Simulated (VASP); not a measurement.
Runs of VASP 6.6.1 on GaP. The structure is that of space group F-43m (No. 216), or close to it. The cells are those of the table. 

| task | level | potentials or basis | cell | k mesh | cutoff (eV) | smearing | gap on the mesh (eV) | pressure (GPa) |
| --- | --- | --- | --- | --- | --- | --- | --- | --- |
| relaxation of cell and atoms | PBEsol | VASP PAW PBE potentials, release 64 (Ga_d, P) | relaxed to 30 GPa from a = 3.854 Å, angles 60.0°, 2 atoms | 8 × 8 × 8 | 600 | fermi-dirac 0.05 eV | 0.95 | 30.0 |
| single point | PBEsol | VASP PAW PBE potentials, release 64 (Ga_d, P) | a = 3.641 Å, angles 60.0°, 2 atoms | 8 × 8 × 8 | 500 | fermi-dirac 0.05 eV | 1.11 | 19.7 |
| single point | PBE | VASP PAW PBE potentials, release 64 (Ga_d, P) | a = 3.854 Å, angles 60.0°, 2 atoms | 8 × 8 × 8 | 520 | gaussian 0.016 eV | 1.64 | 2.4 |
| single point | LDA | VASP PAW LDA potentials, release 64 (Ga_d, P) | a = 3.828 Å, angles 60.0°, 2 atoms | 8 × 8 × 8 | 520 | fermi-dirac 0.05 eV | 1.46 | (a) |
| single point | PBE | VASP PAW PBE potentials, release 64 (Ga_d, P) | a = 3.854 Å, angles 60.0°, 2 atoms | 6 × 6 × 6 | 500 | gaussian 0.01 eV | (b) | 2.4 |

Alike in all rows: no spin polarisation.

**Question.** Fill in the values left out.

**Answer.** (a) -1.0; (b) 1.65.

Caveats: the PAW data sets were made with another functional, which shifts forces and pressure a little (some runs); the cell is relaxed towards a set pressure, so the enthalpy falls and the energy may rise (some runs).

A k mesh can miss the band edges, and the runs leave out spin-orbit coupling on Ga.
